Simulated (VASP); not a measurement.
Here is a VASP 6.6.1 calculation.

The input INCAR:

```
PREC = Accurate
ENCUT = 520
EDIFF = 1E-6
ISMEAR = 0
SIGMA = 0.05
LREAL = F
LASPH = T
NELM = 60
ALGO = Normal
ISIF = 2
LWAVE = F
LCHARG = F
GGA = PS
NBANDS = 31
```

The input KPOINTS:

```
Automatic mesh
0
Gamma
  6 6 6
```

The input POSCAR:

```
Al3GaN4
1.0
    4.4069948390      0.0000000000      0.0000000000
    0.0000000000      4.4069948390      0.0000000000
    0.0000000000      0.0000000000      4.4069948390
Al Ga N
3 1 4
Direct
    0.5000000000      0.5000000000      0.0000000000
    0.5000000000      0.0000000000      0.5000000000
    0.0000000000      0.5000000000      0.5000000000
   -0.0131007703     -0.0131007703     -0.0131007703
    0.7447077168      0.7447077168      0.2552922832
    0.7447077168      0.2552922832      0.7447077168
    0.2552922832      0.7447077168      0.7447077168
    0.2552922832      0.2552922832      0.2552922832
```

Potentials or basis: VASP PAW PBE potentials, release 64 (Al, Ga_d, N).

Launch:

```console
$ cat potpaw_PBE.64/Al/POTCAR potpaw_PBE.64/Ga_d/POTCAR potpaw_PBE.64/N/POTCAR > POTCAR
$ mpirun -np 1 vasp_std > vasp.out
```

Question: What does it give for the band gap on the k mesh?

Answer: 2.83 eV, direct.

Question: Estimate the pressure.

Answer: 0.2 GPa.

Question: Predict the largest force.

Answer: 1.535 eV/Å.

Forces on the atoms (eV/Å):
```
Al  -0.271 -0.271  0.200
Al  -0.271  0.200 -0.271
Al   0.200 -0.271 -0.271
Ga   0.886  0.886  0.886
N   -0.167 -0.167  0.089
N   -0.167  0.089 -0.167
N    0.089 -0.167 -0.167
N   -0.299 -0.299 -0.299
```

Caveat: the cell differs from its parent crystal (all Ga atoms moved -0.100 Å, as atom 4 along Cartesian [1 1 1]); the PAW data sets were made with another functional, which shifts forces and pressure a little.
